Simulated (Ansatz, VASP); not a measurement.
## Be3Te2Se: VASP beside Ansatz

The input INCAR:

```
ALGO = Normal
EDIFF = 1E-6
ENCUT = 520
GGA = PE
ISIF = 2
ISMEAR = 0
LASPH = T
LCHARG = T
LELF = T
LREAL = F
LVHAR = T
LWAVE = F
NBANDS = 36
NELM = 100
PREC = Accurate
SIGMA = 0.1
```

The input KPOINTS:

```
k-points
0
Gamma
  4 2 4
```

POSCAR

```
Be3Te2Se
1.0
    0.0000000000     -3.8982676441      0.0000000000
    7.7965352881      0.0000000000      0.0000000000
   -1.9491338220      1.9491338220      8.2420013308
Be Te Se
6 4 2
Direct
    0.7500000000      0.1250000000      0.5000000000
    0.7500000000      0.6250000000      0.5000000000
    0.0745996782      0.2872998391      0.1491993564
    0.0745996782      0.7872998391      0.1491993564
    0.4254003218      0.4627001609      0.8508006436
    0.4254003218      0.9627001609      0.8508006436
    0.6625245130      0.3312622565      0.3250490261
    0.6625245130      0.8312622565      0.3250490261
    0.3374754870      0.1687377435      0.6749509739
    0.3374754870      0.6687377435      0.6749509739
    0.0000000000      0.0000000000      0.0000000000
    0.0000000000      0.5000000000      0.0000000000
```

Input for Ansatz:

```yaml
crystal:
  lattice:
    - [0.0, -3.8982676441, 0.0]
    - [7.7965352881, 0.0, 0.0]
    - [-1.949133822, 1.949133822, 8.2420013308]
  atoms:
    - { symbol: Be, position: [0.75, 0.125, 0.5] }
    - { symbol: Be, position: [0.75, 0.625, 0.5] }
    - { symbol: Be, position: [0.0745996782, 0.2872998391, 0.1491993564] }
    - { symbol: Be, position: [0.0745996782, 0.7872998391, 0.1491993564] }
    - { symbol: Be, position: [0.4254003218, 0.4627001609, 0.8508006436] }
    - { symbol: Be, position: [0.4254003218, 0.9627001609, 0.8508006436] }
    - { symbol: Te, position: [0.662524513, 0.3312622565, 0.3250490261] }
    - { symbol: Te, position: [0.662524513, 0.8312622565, 0.3250490261] }
    - { symbol: Te, position: [0.337475487, 0.1687377435, 0.6749509739] }
    - { symbol: Te, position: [0.337475487, 0.6687377435, 0.6749509739] }
    - { symbol: Se, position: [0.0, 0.0, 0.0] }
    - { symbol: Se, position: [0.0, 0.5, 0.0] }
basis:
  ecutwfc: 420
kpoints:
  mp_grid: { grid: [4, 2, 4] }
hamiltonian:
  xc: pbe
scf:
  occupations: { method: gaussian, width: 0.1 }
  lower_state_search: "off"
output:
  forces: true
  stress: true
  eigenvalues: true
```

Alike in both runs: task single point; functional PBE; k mesh 4 × 2 × 4; occupations gaussian, width 0.1 eV; no spin polarisation.

```csv
,VASP,Ansatz
version,VASP 6.6.1,Ansatz 0.2.0
potentials or method,"VASP PAW PBE potentials, release 64 (Be, Te, Se), cutoff 520 eV","scalar-relativistic, plane waves, PAW"
valence electrons in the cell,48,108
```

```csv
,VASP,Ansatz,Ansatz less VASP
gap on the k mesh at the Fermi level (eV),2.02,2.04,+0.013
least direct gap on the mesh (eV),2.11,2.12,+0.012
pressure (GPa),0.3,0.1,-0.15
"traceless stress, the component that is largest in VASP (GPa)",-0.46,-0.46,0.000
```

VASP's potentials hold 48 valence electrons a cell and Ansatz's 108, so a difference there can come from the potentials and not from the codes.

Neither program's run includes spin-orbit coupling.
